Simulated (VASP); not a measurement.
Here is a VASP 6.6.1 calculation.

Contents of INCAR:

```
PREC = Accurate
ENCUT = 520
EDIFF = 1E-6
ISMEAR = -1
SIGMA = 0.02
LREAL = False
LASPH = True
NELM = 100
ALGO = Normal
ISIF = 2
LWAVE = False
LCHARG = False
GGA = PE
NBANDS = 19
```

KPOINTS

```
regular mesh
0
Gamma
  6 6 4
```

The input POSCAR:

```
TiTe2
1.0
    3.7903815437      0.0000000000      0.0000000000
   -1.8951907719      3.2825667069      0.0000000000
    0.0000000000      0.0000000000      6.5558879831
Ti Te
1 2
Direct
    0.0000000000      0.0000000000      0.0000000000
    0.6666666667      0.3333333333      0.2577957668
    0.3333333333      0.6666666667      0.7422042332
```

Potentials or basis: VASP PAW PBE potentials, release 64 (Ti_sv, Te).

Launch:

```bash
$ cat potpaw_PBE.64/Ti_sv/POTCAR potpaw_PBE.64/Te/POTCAR > POTCAR
$ mpirun -np 1 vasp_std > vasp.out
```

(1) What does it give for the band gap on the k mesh?

(2) Estimate the largest force.

(3) Estimate the pressure.

Results:

(1) zero (band 12 reaches 7.01 eV, above the bottom of band 13 at 6.39 eV).

(2) 0.126 eV/Å.

(3) 0.8 GPa.

Caveat: spin-orbit coupling is left out, which moves the levels of the heavy elements; this functional lacks dispersion, which binds the layers, so the pressure and a relaxed spacing across them are unreliable.
